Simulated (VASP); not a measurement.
A run of VASP 6.6.1 is set up as follows.

File INCAR:

```
ALGO = Normal
EDIFF = 1E-6
ENCUT = 520
GGA = PE
ISIF = 2
ISMEAR = -1
LASPH = True
LCHARG = False
LREAL = False
LWAVE = False
NBANDS = 8
NELM = 60
PREC = Accurate
SIGMA = 0.05
```

Contents of KPOINTS:

```
k-points
0
Gamma
  14 14 14
```

POSCAR

```
B
1.0
    1.8597606604      0.0000000000      0.0000000000
    0.0000000000      1.8597606604      0.0000000000
    0.0000000000      0.0000000000      1.8597606604
B
1
Direct
    0.5000000000      0.5000000000      0.5000000000
```

Potentials or basis: VASP PAW PBE potentials, release 64 (B).

The run is started by

```sh
$ cat potpaw_PBE.64/B/POTCAR > POTCAR
$ mpirun -np 1 vasp_std > vasp.out
```

Question: Estimate the pressure.

Answer: 10.7 GPa.
